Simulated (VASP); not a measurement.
# LiCl (Fm-3m) in VASP: notebook, part 2 of 2

VASP 6.6.1. Earlier steps stand in the parts before.

## Step 5: Single point, PBE (volume scaled by 0.97)

Input file INCAR:

```
SYSTEM = LiCl
PREC = Accurate
ENCUT = 520
EDIFF = 1E-6
ISMEAR = 0
SIGMA = 0.02
LREAL = .FALSE.
LASPH = .TRUE.
NELM = 60
ALGO = Normal
ISIF = 2
LWAVE = .FALSE.
LCHARG = .FALSE.
GGA = PE
NBANDS = 12
```

Input file KPOINTS:

```
Automatic mesh
0
G
  8 8 8
  0 0 0
```

Input file POSCAR:

```
LiCl
1.0
    0.0000000000      2.5493952876      2.5493952876
    2.5493952876      0.0000000000      2.5493952876
    2.5493952876      2.5493952876      0.0000000000
Li Cl
1 1
Direct
    0.5000000000      0.5000000000      0.5000000000
    0.0000000000      0.0000000000      0.0000000000
```

Potentials or basis: VASP PAW PBE potentials, release 64 (Li_sv, Cl).

Run with:

```
> cat potpaw_PBE.64/Li_sv/POTCAR potpaw_PBE.64/Cl/POTCAR > POTCAR
> mpirun -np 1 vasp_std > vasp.out
```

OUTCAR:

```text
SYSTEM = LiCl
   PREC = Accurate
   ENCUT = 520
   EDIFF = 1E-6
   ISMEAR = 0
   LREAL = .FALSE.
   LASPH = .TRUE.
   NELM = 60
   ISIF = 2
   GGA = PE

 ion  position               nearest neighbor table
   1  0.500  0.500  0.500-   2 2.55   2 2.55   2 2.55   2 2.55   2 2.55   2 2.55
   2  0.000  0.000  0.000-   1 2.55   1 2.55   1 2.55   1 2.55   1 2.55   1 2.55

  LATTYP: Found a face centered cubic cell.
 ALAT       =     5.0987905752

  Lattice vectors:

 A1 = (   0.0000000000,   2.5493952876,   2.5493952876)
 A2 = (   2.5493952876,   0.0000000000,   2.5493952876)
 A3 = (   2.5493952876,   2.5493952876,   0.0000000000)

Analysis of symmetry for initial positions (statically):
=====================================================================
 Subroutine PRICEL returns:
 Original cell was already a primitive cell.

 Routine SETGRP: Setting up the symmetry group for a
 face centered cubic supercell.

 Subroutine GETGRP returns: Found 48 space group operations
 (whereof 48 operations were pure point group operations)
 out of a pool of 48 trial point group operations.

The static configuration has the point symmetry O_h .

Analysis of symmetry for dynamics (positions and initial velocities):
=====================================================================
 Subroutine PRICEL returns:
 Original cell was already a primitive cell.

 Routine SETGRP: Setting up the symmetry group for a
 face centered cubic supercell.

 Subroutine GETGRP returns: Found 48 space group operations
 (whereof 48 operations were pure point group operations)
 out of a pool of 48 trial point group operations.

The dynamic configuration has the point symmetry O_h .

 Subroutine INISYM returns: Found 48 space group operations
 (whereof 48 operations are pure point group operations),
 and found     1 'primitive' translations

----------------------------------------------------------------------------------------

                                     Primitive cell

  volume of cell :      33.1392

  direct lattice vectors                    reciprocal lattice vectors
     0.000000000  2.549395288  2.549395288    -0.196124941  0.196124941  0.196124941
     2.549395288  0.000000000  2.549395288     0.196124941 -0.196124941  0.196124941
     2.549395288  2.549395288  0.000000000     0.196124941  0.196124941 -0.196124941

  length of vectors
     3.605389392  3.605389392  3.605389392     0.339698362  0.339698362  0.339698362

  position of ions in fractional coordinates (direct lattice)
     0.500000000  0.500000000  0.500000000
     0.000000000  0.000000000  0.000000000

  ion indices of the primitive-cell ions
   primitive index   ion index
                 1           1
                 2           2

----------------------------------------------------------------------------------------

 KPOINTS: Automatic mesh

Automatic generation of k-mesh.
 Grid dimensions read from file:
 generate k-points for:    8    8    8

 Generating k-lattice:

  Cartesian coordinates                     Fractional coordinates (reciprocal lattice)
    -0.024515618  0.024515618  0.024515618     0.125000000  0.000000000  0.000000000
     0.024515618 -0.024515618  0.024515618     0.000000000  0.125000000  0.000000000
     0.024515618  0.024515618 -0.024515618     0.000000000  0.000000000  0.125000000

  Length of vectors
     0.042462295  0.042462295  0.042462295

  Shift w.r.t. Gamma in fractional coordinates (k-lattice)
     0.000000000  0.000000000  0.000000000

 Subroutine IBZKPT returns following result:
 ===========================================

 Found     29 irreducible k-points:

 Following reciprocal coordinates:
            Coordinates               Weight
  0.000000  0.000000  0.000000      1.000000
  0.125000  0.000000  0.000000      8.000000
  0.250000  0.000000  0.000000      8.000000
  0.375000  0.000000  0.000000      8.000000
  0.500000  0.000000  0.000000      4.000000
  0.125000  0.125000  0.000000      6.000000
[... 16 lines left out ...]
  0.500000  0.250000  0.125000     48.000000
 -0.375000  0.250000  0.125000     24.000000
 [... further k-points ...]
   k-points           NKPTS =     29   k-points in BZ     NKDIM =     29   number of bands    NBANDS=     12
   number of dos      NEDOS =    301   number of ions     NIONS =      2
   total plane-waves  NPLWV =  21952
   dimension x,y,z NGX =    28 NGY =   28 NGZ =   28
   dimension x,y,z NGXF=    56 NGYF=   56 NGZF=   56
   ions per type =               1   1
   NGX,Y,Z   is equivalent  to a cutoff of  12.91, 12.91, 12.91 a.u.
   NGXF,Y,Z  is equivalent  to a cutoff of  25.82, 25.82, 25.82 a.u.
 SYSTEM =  LiCl
   PREC   = accura    normal or accurate (medium, high low for compatibility)
   ISTART =      0    job   : 0-new  1-cont  2-samecut
   ICHARG =      2    charge: 1-file 2-atom 10-const
   ISPIN  =      1    spin polarized calculation?
   LNONCOLLINEAR =      F non collinear calculations
   LSORBIT =      F    spin-orbit coupling
   LASPH  =      T    aspherical Exc in radial PAW
   ENCUT  =  520.0 eV  38.22 Ry    6.18 a.u.   6.70  6.70  6.70*2*pi/ulx,y,z
   NELM   =     60;   NELMIN=  2; NELMDL= -5     # of ELM steps
   EDIFF  = 0.1E-05   stopping-criterion for ELM
   LREAL  =      F    real-space projection
   EDIFFG = 0.1E-04   stopping-criterion for IOM
   NSW    =      0    number of steps for IOM
   IBRION =     -1    ionic relax: 0-MD 1-quasi-New 2-CG
   NFREE  =      0    steps in history (QN), initial steepest desc. (CG)
   ISIF   =      2    stress and relaxation
   ISYM   =      2    0-nonsym 1-usesym 2-fastsym
   POTIM  = 0.5000    time-step for ionic-motion
   TEBEG  =    0.0;   TEEND  =   0.0 temperature during run
   PSTRESS=    0.0 pullay stress
   NELECT =      10.0000    total number of electrons
   NUPDOWN=      -1.0000    fix difference up-down
   EMIN   =  10.00;   EMAX   =-10.00  energy-range for DOS
   EFERMI =   0.00;   METHOD = LEGACY
   ISMEAR =     0;   SIGMA  =   0.02  broadening in eV -4-tet -1-fermi 0-gaus
   EFERMI_NEDOS =   21; number of points for ismear=-14 and -15
   IALGO  =     38    algorithm
   IMIX   =      4    mixing-type and parameters
     AMIX     =   0.40;   BMIX     =  1.00
     AMIX_MAG =   1.60;   BMIX_MAG =  1.00
  volume/ion in A,a.u.               =      16.57       111.82
  Fermi-wavevector in a.u.,A,eV,Ry     =   1.098064  2.075040 16.405151  1.205745
  Thomas-Fermi vector in A             =   2.234435
   LORBIT       =      0    0 simple, 1 ext, 2 COOP (PROOUT), +10 PAW based schemes
   GGA     = PE    functional components
   LHFCALC =     F    Hartree Fock is set to
   AEXX    =    0.0000 exact exchange contribution
   IVDW    =     0    specifies the selected vdW correction
   LEPSILON=     F    determine dielectric tensor
   LRPA    =     F    only Hartree local field effects (RPA)
 non-spin polarized calculation
 Gauss-broadening in eV      SIGMA  =   0.02
  energy-cutoff  :      520.00
  volume of cell :       33.14
 maximum number of plane-waves:       911
   NGX = 13   NGY = 13   NGZ = 13

 number of electron      10.0000001 magnetization

 Free energy of the ion-electron system (eV)
  ---------------------------------------------------
  ext. energy  EPLUGINS =         0.00000000
  ---------------------------------------------------
  free energy    TOTEN  =        -7.38317702 eV

  energy without entropy =       -7.38317702  energy(sigma->0) =       -7.38317702

 E-fermi :   0.8014     XC(G=0):  -8.8090

 val. band max:        0.7162004977   @ k =   0.0000   0.0000   0.0000
 cond. band min:       7.1618988947   @ k =   0.0000   0.0000   0.0000
 fundamental gap:      6.4456983970
 Fermi energy:         0.8014451106

 k-point     1 :       0.0000    0.0000    0.0000
  band No.  band energies     occupation
      1     -42.7753      2.00000
      2     -12.7446      2.00000
      3       0.7162      2.00000
      4       0.7162      2.00000
      5       0.7162      2.00000
      6       7.1619      0.00000
      7      12.6695      0.00000
      8      12.6695      0.00000
      9      12.6695      0.00000
     10      15.3542      0.00000
     11      15.3543      0.00000
     12      15.3781      0.00000
[... 331 lines left out ...]
 k-point    24 :      -0.3750    0.2500    0.1250
  band No.  band energies     occupation
      1     -42.7719      2.00000
      2     -12.0308      2.00000
      3      -1.8946      2.00000
      4      -0.6273      2.00000
      5       0.1202      2.00000
      6       8.9692      0.00000
      7      10.0717      0.00000
      8      11.3069      0.00000
      9      12.5937      0.00000
     10      16.3370      0.00000
     11      16.9677      0.00000
     12      19.0147      0.00000

 [... further k-points ...]
[... 5 lines left out ...]
  --------------------------------------------------------------------------------------
  -------------------------------------------------------------------------------------
  Total        0.1913105      0.1913105      0.1913105      0.0000000      0.0000000      0.0000000
  in kB        9.2492768      9.2492768      9.2492768      0.0000000      0.0000000      0.0000000
  external PRESSURE =       9.2492768 kB  Pullay stress =       0.0000000 kB

 VOLUME and BASIS-vectors are now :
 -----------------------------------------------------------------------------
  energy-cutoff  :      520.00
  volume of cell :       33.14
      direct lattice vectors                 reciprocal lattice vectors
     0.000000000  2.549395288  2.549395288    -0.196124941  0.196124941  0.196124941
     2.549395288  0.000000000  2.549395288     0.196124941 -0.196124941  0.196124941
     2.549395288  2.549395288  0.000000000     0.196124941  0.196124941 -0.196124941

 POSITION                                       TOTAL-FORCE (eV/Angst)
 -----------------------------------------------------------------------------------
      2.54940      2.54940      2.54940        -0.000000      0.000000     -0.000000
      0.00000      0.00000      0.00000         0.000000     -0.000000      0.000000
 -----------------------------------------------------------------------------------
    total drift:                                0.000000      0.000000      0.000000

  FREE ENERGIE OF THE ION-ELECTRON SYSTEM (eV)
  ---------------------------------------------------
  free  energy   TOTEN  =        -7.3831770226 eV

  energy  without entropy=       -7.3831770226  energy(sigma->0) =       -7.38317702
```

stdout:

```text
POSCAR found type information on POSCAR LiCl
 POSCAR found :  2 types and       2 ions
 scaLAPACK will be used
 LDA part: xc-table for (Slater+PW92), standard interpolation
 POSCAR, INCAR and KPOINTS ok, starting setup
 FFT: planning ... GRIDC
 FFT: planning ... GRID_SOFT
 FFT: planning ... GRID
 WAVECAR not read
 entering main loop
```

Wall time 12 s (1 thread of Intel Xeon 6975P-C (Granite Rapids), shared host); peak memory 0.14 GiB.

Results:

| Quantity | Value |
| --- | --- |
| Free energy | -7.3832 eV |
| Band gap on the k mesh | 6.45 eV, direct |

Caveat: the cutoff is under 1.25 times the usual one of these potentials, so pressure, stress and relaxed cells hold a basis-set (Pulay) error.

## Step 6: Overview

```csv
cell,k mesh,smearing,gap on the mesh (eV)
"a = 3.642 Å, angles 60.0°, 2 atoms",6 × 6 × 6,gaussian 0.1 eV,6.27
"a = 3.529 Å, angles 60.0°, 2 atoms",8 × 8 × 8,gaussian 0.02 eV,6.84
"a = 3.490 Å, angles 60.0°, 2 atoms",8 × 8 × 8,gaussian 0.02 eV,6.87
"a = 3.605 Å, angles 60.0°, 2 atoms",8 × 8 × 8,gaussian 0.02 eV,6.45
```

Alike in all rows: task single point; level PBE; potentials or basis VASP PAW PBE potentials, release 64 (Li_sv, Cl); no spin polarisation; cutoff (eV) 520.

Caveats: the cutoff is under 1.25 times the usual one of these potentials, so pressure, stress and relaxed cells hold a basis-set (Pulay) error.

Total energies depend on the potentials used, so only differences within one code and one set of settings carry meaning.
